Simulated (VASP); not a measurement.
# MgZnTe2 (P-4m2) in VASP: further runs

Runs on MgZnTe2. Level: PBE. Tasks: single point.

Program: VASP 6.6.1. These are calculated values, not measurements. Logs are shortened: lines on timing, memory, paths and dates and some standing lists are left out, and cuts for length are marked.

### Step 1. The cell of the first run

It takes space group P-4m2 (No. 115, tetragonal). Conventional cell: a = 4.564 Å, b = 4.564 Å, c = 6.511 Å, α = 90.00°, β = 90.00°, γ = 90.00°. Within 3.8 Å of Mg (site symmetry -4m2) lie 4 Te at 2.86 Å. Within 3.6 Å of Zn (site symmetry -4m2) lie 4 Te at 2.75 Å. Within 3.6 Å of Te (site symmetry 2mm) lie 2 Zn at 2.75 Å and 2 Mg at 2.86 Å.

### Step 2. Single point, PBE

Input file INCAR:

```
SYSTEM = MgZnTe2
PREC = Accurate ; ENCUT = 600
EDIFF = 1E-6 ; ISMEAR = 0
SIGMA = 0.02 ; LREAL = .False.
LASPH = .True. ; NELM = 120
ALGO = Normal ; ISIF = 2
LWAVE = .False. ; LCHARG = .True.
GGA = PE ; LELF = .True.
LVHAR = .True. ; NBANDS = 21
GGA_COMPAT = .False.
```

Input file KPOINTS:

```
regular mesh
0
Gamma
  6 6 4
  0 0 0
```

Input file POSCAR:

```
MgZnTe2
1.0
    4.5635305467      0.0000000000      0.0000000000
    0.0000000000      4.5635305467      0.0000000000
    0.0000000000      0.0000000000      6.5110412761
Mg Zn Te
1 1 2
Direct
    0.5000000000      0.5000000000      0.5000000000
    0.0000000000      0.0000000000      0.0000000000
    0.5000000000      0.0000000000      0.7640148087
    0.0000000000      0.5000000000      0.2359851913
```

Potentials or basis: VASP PAW PBE potentials, release 64 (Mg, Zn, Te).

Launch:

```console
cat potpaw_PBE.64/Mg/POTCAR potpaw_PBE.64/Zn/POTCAR potpaw_PBE.64/Te/POTCAR > POTCAR
mpirun -np 1 vasp_std > vasp.out
```

OUTCAR:

```text
SYSTEM = MgZnTe2
   PREC = Accurate
   ENCUT = 600
   EDIFF = 1E-6
   ISMEAR = 0
   LREAL = .False.
   LASPH = .True.
   NELM = 120
   ISIF = 2
   GGA = PE

 ion  position               nearest neighbor table
   1  0.500  0.500  0.500-   3 2.86   4 2.86   3 2.86   4 2.86
   2  0.000  0.000  0.000-   3 2.75   4 2.75   4 2.75   3 2.75
   3  0.500  0.000  0.764-   2 2.75   2 2.75   1 2.86   1 2.86
   4  0.000  0.500  0.236-   2 2.75   2 2.75   1 2.86   1 2.86

  LATTYP: Found a simple tetragonal cell.
 ALAT       =     4.5635305467
 C/A-ratio  =     1.4267552741

  Lattice vectors:

 A1 = (   4.5635305467,   0.0000000000,   0.0000000000)
 A2 = (   0.0000000000,   4.5635305467,   0.0000000000)
 A3 = (   0.0000000000,   0.0000000000,   6.5110412761)

Analysis of symmetry for initial positions (statically):
=====================================================================
 Subroutine PRICEL returns:
 Original cell was already a primitive cell.

 Routine SETGRP: Setting up the symmetry group for a
 simple tetragonal supercell.

 Subroutine GETGRP returns: Found  8 space group operations
 (whereof  8 operations were pure point group operations)
 out of a pool of 16 trial point group operations.

The static configuration has the point symmetry D_2d.

Analysis of symmetry for dynamics (positions and initial velocities):
=====================================================================
 Subroutine PRICEL returns:
 Original cell was already a primitive cell.

 Routine SETGRP: Setting up the symmetry group for a
 simple tetragonal supercell.

 Subroutine GETGRP returns: Found  8 space group operations
 (whereof  8 operations were pure point group operations)
 out of a pool of 16 trial point group operations.

The dynamic configuration has the point symmetry D_2d.

 Subroutine INISYM returns: Found  8 space group operations
 (whereof  8 operations are pure point group operations),
 and found     1 'primitive' translations

----------------------------------------------------------------------------------------

                                     Primitive cell

  volume of cell :     135.5977

  direct lattice vectors                    reciprocal lattice vectors
     4.563530547  0.000000000  0.000000000     0.219128587  0.000000000  0.000000000
     0.000000000  4.563530547  0.000000000     0.000000000  0.219128587  0.000000000
     0.000000000  0.000000000  6.511041276     0.000000000  0.000000000  0.153585265

  length of vectors
     4.563530547  4.563530547  6.511041276     0.219128587  0.219128587  0.153585265

  position of ions in fractional coordinates (direct lattice)
     0.500000000  0.500000000  0.500000000
     0.000000000  0.000000000  0.000000000
     0.500000000  0.000000000  0.764014809
     0.000000000  0.500000000  0.235985191

  ion indices of the primitive-cell ions
   primitive index   ion index
                 1           1
                 2           2
                 3           3
                 4           4

----------------------------------------------------------------------------------------

 KPOINTS: regular mesh

Automatic generation of k-mesh.
 Grid dimensions read from file:
 generate k-points for:    6    6    4

 Generating k-lattice:

  Cartesian coordinates                     Fractional coordinates (reciprocal lattice)
     0.036521431  0.000000000  0.000000000     0.166666667  0.000000000  0.000000000
     0.000000000  0.036521431  0.000000000     0.000000000  0.166666667  0.000000000
     0.000000000  0.000000000  0.038396316     0.000000000  0.000000000  0.250000000

  Length of vectors
     0.036521431  0.036521431  0.038396316

  Shift w.r.t. Gamma in fractional coordinates (k-lattice)
     0.000000000  0.000000000  0.000000000

 Subroutine IBZKPT returns following result:
 ===========================================

 Found     30 irreducible k-points:

 Following reciprocal coordinates:
            Coordinates               Weight
  0.000000  0.000000  0.000000      1.000000
  0.166667  0.000000  0.000000      4.000000
  0.333333  0.000000  0.000000      4.000000
  0.500000  0.000000  0.000000      2.000000
  0.166667  0.166667  0.000000      4.000000
  0.333333  0.166667  0.000000      8.000000
[... 16 lines left out ...]
  0.333333  0.000000  0.500000      4.000000
  0.500000  0.000000  0.500000      2.000000
 [... further k-points ...]
   k-points           NKPTS =     30   k-points in BZ     NKDIM =     30   number of bands    NBANDS=     21
   number of dos      NEDOS =    301   number of ions     NIONS =      4
   total plane-waves  NPLWV =  69984
   dimension x,y,z NGX =    36 NGY =   36 NGZ =   54
   dimension x,y,z NGXF=    72 NGYF=   72 NGZF=  108
   ions per type =               1   1   2
   NGX,Y,Z   is equivalent  to a cutoff of  13.11, 13.11, 13.79 a.u.
   NGXF,Y,Z  is equivalent  to a cutoff of  26.23, 26.23, 27.58 a.u.
 SYSTEM =  MgZnTe2
   PREC   = accura    normal or accurate (medium, high low for compatibility)
   ISTART =      0    job   : 0-new  1-cont  2-samecut
   ICHARG =      2    charge: 1-file 2-atom 10-const
   ISPIN  =      1    spin polarized calculation?
   LNONCOLLINEAR =      F non collinear calculations
   LSORBIT =      F    spin-orbit coupling
   LASPH  =      T    aspherical Exc in radial PAW
   ENCUT  =  600.0 eV  44.10 Ry    6.64 a.u.   9.11  9.11 13.00*2*pi/ulx,y,z
   NELM   =    120;   NELMIN=  2; NELMDL= -5     # of ELM steps
   EDIFF  = 0.1E-05   stopping-criterion for ELM
   LREAL  =      F    real-space projection
   EDIFFG = 0.1E-04   stopping-criterion for IOM
   NSW    =      0    number of steps for IOM
   IBRION =     -1    ionic relax: 0-MD 1-quasi-New 2-CG
   NFREE  =      0    steps in history (QN), initial steepest desc. (CG)
   ISIF   =      2    stress and relaxation
   ISYM   =      2    0-nonsym 1-usesym 2-fastsym
   POTIM  = 0.5000    time-step for ionic-motion
   TEBEG  =    0.0;   TEEND  =   0.0 temperature during run
   PSTRESS=    0.0 pullay stress
   NELECT =      26.0000    total number of electrons
   NUPDOWN=      -1.0000    fix difference up-down
   EMIN   =  10.00;   EMAX   =-10.00  energy-range for DOS
   EFERMI =   0.00;   METHOD = LEGACY
   ISMEAR =     0;   SIGMA  =   0.02  broadening in eV -4-tet -1-fermi 0-gaus
   EFERMI_NEDOS =   21; number of points for ismear=-14 and -15
   IALGO  =     38    algorithm
   IMIX   =      4    mixing-type and parameters
     AMIX     =   0.40;   BMIX     =  1.00
     AMIX_MAG =   1.60;   BMIX_MAG =  1.00
  volume/ion in A,a.u.               =      33.90       228.76
  Fermi-wavevector in a.u.,A,eV,Ry     =   0.944021  1.783942 12.125190  0.891176
  Thomas-Fermi vector in A             =   2.071786
   LORBIT       =      0    0 simple, 1 ext, 2 COOP (PROOUT), +10 PAW based schemes
   GGA     = PE    functional components
   LHFCALC =     F    Hartree Fock is set to
   AEXX    =    0.0000 exact exchange contribution
   IVDW    =     0    specifies the selected vdW correction
   LEPSILON=     F    determine dielectric tensor
   LRPA    =     F    only Hartree local field effects (RPA)
 non-spin polarized calculation
 Gauss-broadening in eV      SIGMA  =   0.02
  energy-cutoff  :      600.00
  volume of cell :      135.60
 maximum number of plane-waves:      4550
   NGX = 19   NGY = 19   NGZ = 27

 number of electron      25.9999996 magnetization

 Free energy of the ion-electron system (eV)
  ---------------------------------------------------
  ext. energy  EPLUGINS =         0.00000000
  ---------------------------------------------------
  free energy    TOTEN  =       -11.47665096 eV

  energy without entropy =      -11.47665096  energy(sigma->0) =      -11.47665096

 E-fermi :   1.9253     XC(G=0):  -8.0048

 val. band max:        1.7954726087   @ k =   0.0000   0.0000   0.0000
 cond. band min:       3.0601234160   @ k =   0.0000   0.0000   0.0000
 fundamental gap:      1.2646508074
 Fermi energy:         1.9253121232

 k-point     1 :       0.0000    0.0000    0.0000
  band No.  band energies     occupation
      1      -8.7560      2.00000
      2      -7.9626      2.00000
      3      -4.4629      2.00000
      4      -4.4629      2.00000
      5      -4.3924      2.00000
      6      -4.3397      2.00000
[... 13 lines left out ...]
     20       9.4559      0.00000
     21      10.3548      0.00000

 k-point     2 :       0.1667    0.0000    0.0000
  band No.  band energies     occupation
      1      -8.6662      2.00000
      2      -7.9634      2.00000
      3      -4.4615      2.00000
      4      -4.4582      2.00000
      5      -4.3835      2.00000
      6      -4.3372      2.00000
[... 13 lines left out ...]
     20       9.5690      0.00000
     21       9.8142      0.00000

 k-point     3 :       0.3333    0.0000    0.0000
  band No.  band energies     occupation
      1      -8.4362      2.00000
      2      -8.0090      2.00000
      3      -4.4585      2.00000
      4      -4.4371      2.00000
      5      -4.3622      2.00000
      6      -4.3478      2.00000
[... 13 lines left out ...]
     20       8.7582      0.00000
     21       8.8462      0.00000

 k-point     4 :       0.5000    0.0000    0.0000
  band No.  band energies     occupation
      1      -8.2003      2.00000
      2      -8.1496      2.00000
      3      -4.4570      2.00000
      4      -4.4179      2.00000
      5      -4.3531      2.00000
      6      -4.3372      2.00000
[... 13 lines left out ...]
     20       7.8461      0.00000
     21       8.0257      0.00000

 k-point     5 :       0.1667    0.1667    0.0000
  band No.  band energies     occupation
      1      -8.5800      2.00000
      2      -7.9573      2.00000
      3      -4.4589      2.00000
      4      -4.4504      2.00000
      5      -4.3762      2.00000
      6      -4.3432      2.00000
[... 13 lines left out ...]
     20       8.6840      0.00000
     21       8.7063      0.00000

 k-point     6 :       0.3333    0.1667    0.0000
  band No.  band energies     occupation
      1      -8.3619      2.00000
      2      -7.9835      2.00000
      3      -4.4519      2.00000
      4      -4.4248      2.00000
      5      -4.3616      2.00000
      6      -4.3521      2.00000
[... 13 lines left out ...]
     20       8.3002      0.00000
     21       8.7315      0.00000

 k-point     7 :       0.5000    0.1667    0.0000
  band No.  band energies     occupation
      1      -8.1425      2.00000
      2      -8.1032      2.00000
      3      -4.4490      2.00000
      4      -4.4014      2.00000
      5      -4.3657      2.00000
      6      -4.3332      2.00000
[... 13 lines left out ...]
     20       9.0329      0.00000
     21       9.4219      0.00000
[... 291 lines left out ...]
      1      -7.9521      2.00000
      2      -7.9521      2.00000
      3      -4.4130      2.00000
      4      -4.3908      2.00000
      5      -4.3542      2.00000
      6      -4.2859      2.00000
[... 13 lines left out ...]
     20       9.3039      0.00000
     21       9.7931      0.00000

 k-point    21 :       0.0000    0.0000    0.5000
  band No.  band energies     occupation
      1      -8.4947      2.00000
      2      -8.2884      2.00000
      3      -4.4649      2.00000
      4      -4.4649      2.00000
      5      -4.4032      2.00000
      6      -4.3806      2.00000
[... 13 lines left out ...]
     20       8.2466      0.00000
     21       8.6890      0.00000

 k-point    22 :       0.1667    0.0000    0.5000
  band No.  band energies     occupation
      1      -8.4291      2.00000
      2      -8.2463      2.00000
      3      -4.4632      2.00000
      4      -4.4558      2.00000
      5      -4.3811      2.00000
      6      -4.3723      2.00000
[... 13 lines left out ...]
     20       7.8159      0.00000
     21       8.3184      0.00000

 k-point    23 :       0.3333    0.0000    0.5000
  band No.  band energies     occupation
      1      -8.2812      2.00000
      2      -8.1659      2.00000
      3      -4.4598      2.00000
      4      -4.4232      2.00000
      5      -4.3616      2.00000
      6      -4.3476      2.00000
[... 13 lines left out ...]
     20       8.4594      0.00000
     21       8.8437      0.00000

 k-point    24 :       0.5000    0.0000    0.5000
  band No.  band energies     occupation
      1      -8.1862      2.00000
      2      -8.1394      2.00000
      3      -4.4581      2.00000
      4      -4.4044      2.00000
      5      -4.3528      2.00000
      6      -4.3377      2.00000
[... 13 lines left out ...]
     20       9.1344      0.00000
     21       9.1873      0.00000

 [... further k-points ...]
[... 5 lines left out ...]
  --------------------------------------------------------------------------------------
  -------------------------------------------------------------------------------------
  Total       -1.6431352     -1.6431352     -1.6727198      0.0000000      0.0000000      0.0000000
  in kB      -19.4147364    -19.4147364    -19.7642991      0.0000000      0.0000000      0.0000000
  external PRESSURE =     -19.5312573 kB  Pullay stress =       0.0000000 kB

 VOLUME and BASIS-vectors are now :
 -----------------------------------------------------------------------------
  energy-cutoff  :      600.00
  volume of cell :      135.60
      direct lattice vectors                 reciprocal lattice vectors
     4.563530547  0.000000000  0.000000000     0.219128587  0.000000000  0.000000000
     0.000000000  4.563530547  0.000000000     0.000000000  0.219128587  0.000000000
     0.000000000  0.000000000  6.511041276     0.000000000  0.000000000  0.153585265

 POSITION                                       TOTAL-FORCE (eV/Angst)
 -----------------------------------------------------------------------------------
      2.28177      2.28177      3.25552         0.000000      0.000000      0.000000
      0.00000      0.00000      0.00000        -0.000000     -0.000000      0.000000
      2.28177      0.00000      4.97453        -0.000000     -0.000000     -0.004212
      0.00000      2.28177      1.53651         0.000000     -0.000000      0.004212
 -----------------------------------------------------------------------------------
    total drift:                                0.000000     -0.000000      0.000000

  FREE ENERGIE OF THE ION-ELECTRON SYSTEM (eV)
  ---------------------------------------------------
  free  energy   TOTEN  =       -11.4766509577 eV

  energy  without entropy=      -11.4766509577  energy(sigma->0) =      -11.47665096
```

Run time: 59 s. Hardware: 1 thread of Intel Xeon 6975P-C, shared host; peak memory 0.32 GiB.

Results:

| Property | Result |
| --- | --- |
| Free energy | -11.4767 eV |
| Pressure | -2.0 GPa |
| Largest force | 0.004 eV/Å |
| Band gap on the k mesh | 1.26 eV, direct |

Forces on the atoms (eV/Å):
```
Mg   0.000  0.000  0.000
Zn   0.000  0.000  0.000
Te   0.000  0.000 -0.004
Te   0.000  0.000  0.004
```

Caveat: spin-orbit coupling is left out, which moves the levels of the heavy elements. A k mesh can miss the band edges.

### Step 3. Single point, PBE (volume scaled by 1.10, then relaxed in part)

Input file INCAR:

```
SYSTEM = MgZnTe2
  PREC = Accurate
  ENCUT = 600
  EDIFF = 1E-6
  ISMEAR = 0
  SIGMA = 0.02
  LREAL = .False.
  LASPH = .True.
  NELM = 120
  ALGO = Normal
  ISIF = 2
  LWAVE = .False.
  LCHARG = .False.
  GGA = PE
  NBANDS = 21
  GGA_COMPAT = .False.
```

Input file KPOINTS:

```
Automatic mesh
0
Gamma
  6 6 4
  0 0 0
```

Input file POSCAR:

```
MgZnTe2
1.0
    4.6202261643      0.0000000000      0.0000000000
    0.0000000000      4.6202261643      0.0000000000
    0.0000000000      0.0000000000      6.5919320475
Mg Zn Te
1 1 2
Direct
    0.5000000000      0.5000000000      0.5000000000
    0.0000000000      0.0000000000      0.0000000000
    0.5000000000      0.0000000000      0.7640148087
    0.0000000000      0.5000000000      0.2359851913
```

Potentials or basis: VASP PAW PBE potentials, release 64 (Mg, Zn, Te).

Launch:

```console
cat potpaw_PBE.64/Mg/POTCAR potpaw_PBE.64/Zn/POTCAR potpaw_PBE.64/Te/POTCAR > POTCAR
mpirun -np 1 vasp_std > vasp.out
```

OUTCAR:

```text
SYSTEM = MgZnTe2
   PREC = Accurate
   ENCUT = 600
   EDIFF = 1E-6
   ISMEAR = 0
   LREAL = .False.
   LASPH = .True.
   NELM = 120
   ISIF = 2
   GGA = PE

 ion  position               nearest neighbor table
   1  0.500  0.500  0.500-   3 2.89   4 2.89   3 2.89   4 2.89
   2  0.000  0.000  0.000-   3 2.79   4 2.79   4 2.79   3 2.79
   3  0.500  0.000  0.764-   2 2.79   2 2.79   1 2.89   1 2.89
   4  0.000  0.500  0.236-   2 2.79   2 2.79   1 2.89   1 2.89

  LATTYP: Found a simple tetragonal cell.
 ALAT       =     4.6202261643
 C/A-ratio  =     1.4267552741

  Lattice vectors:

 A1 = (   4.6202261643,   0.0000000000,   0.0000000000)
 A2 = (   0.0000000000,   4.6202261643,   0.0000000000)
 A3 = (   0.0000000000,   0.0000000000,   6.5919320475)

Analysis of symmetry for initial positions (statically):
=====================================================================
 Subroutine PRICEL returns:
 Original cell was already a primitive cell.

 Routine SETGRP: Setting up the symmetry group for a
 simple tetragonal supercell.

 Subroutine GETGRP returns: Found  8 space group operations
 (whereof  8 operations were pure point group operations)
[... 163 lines left out ...]
  ext. energy  EPLUGINS =         0.00000000
  ---------------------------------------------------
  free energy    TOTEN  =       -11.39812013 eV

  energy without entropy =      -11.39812013  energy(sigma->0) =      -11.39812013

 E-fermi :   1.6605     XC(G=0):  -7.8599

 val. band max:        1.5205916217   @ k =   0.0000   0.0000   0.0000
 cond. band min:       2.6528841486   @ k =   0.0000   0.0000   0.0000
 fundamental gap:      1.1322925268
 Fermi energy:         1.6605130026

 k-point     1 :       0.0000    0.0000    0.0000
  band No.  band energies     occupation
      1      -8.8816      2.00000
      2      -8.1565      2.00000
      3      -4.6752      2.00000
      4      -4.6752      2.00000
      5      -4.6095      2.00000
      6      -4.5623      2.00000
[... 565 lines left out ...]
     20       8.7909      0.00000
     21       8.8290      0.00000

 [... further k-points ...]
[... 5 lines left out ...]
  --------------------------------------------------------------------------------------
  -------------------------------------------------------------------------------------
  Total       -2.5657010     -2.5657010     -2.6215332      0.0000000      0.0000000      0.0000000
  in kB      -29.2130859    -29.2130859    -29.8487913      0.0000000      0.0000000      0.0000000
  external PRESSURE =     -29.4249877 kB  Pullay stress =       0.0000000 kB

 VOLUME and BASIS-vectors are now :
 -----------------------------------------------------------------------------
  energy-cutoff  :      600.00
  volume of cell :      140.71
      direct lattice vectors                 reciprocal lattice vectors
     4.620226164  0.000000000  0.000000000     0.216439621  0.000000000  0.000000000
     0.000000000  4.620226164  0.000000000     0.000000000  0.216439621  0.000000000
     0.000000000  0.000000000  6.591932048     0.000000000  0.000000000  0.151700593

 POSITION                                       TOTAL-FORCE (eV/Angst)
 -----------------------------------------------------------------------------------
      2.31011      2.31011      3.29597         0.000000     -0.000000      0.000000
      0.00000      0.00000      0.00000        -0.000000      0.000000      0.000000
      2.31011      0.00000      5.03633         0.000000      0.000000     -0.005787
      0.00000      2.31011      1.55560         0.000000      0.000000      0.005787
 -----------------------------------------------------------------------------------
    total drift:                               -0.000000     -0.000000      0.000000

  FREE ENERGIE OF THE ION-ELECTRON SYSTEM (eV)
  ---------------------------------------------------
  free  energy   TOTEN  =       -11.3981201334 eV

  energy  without entropy=      -11.3981201334  energy(sigma->0) =      -11.39812013
```

Wall time 98 s (1 thread of Intel Xeon 6975P-C, shared host); peak memory 0.37 GiB.

What came out:

```yaml
Free_energy: -11.3981 eV
Pressure: -2.9 GPa
Largest_force: 0.006 eV/Å
Band_gap_on_the_k_mesh: 1.13 eV, direct
```

Forces in eV/Å, atoms in the order of the input:
```
Mg   0.000  0.000  0.000
Zn   0.000  0.000  0.000
Te   0.000  0.000 -0.006
Te   0.000  0.000  0.006
```

Caveat: spin-orbit coupling is left out, which moves the levels of the heavy elements.
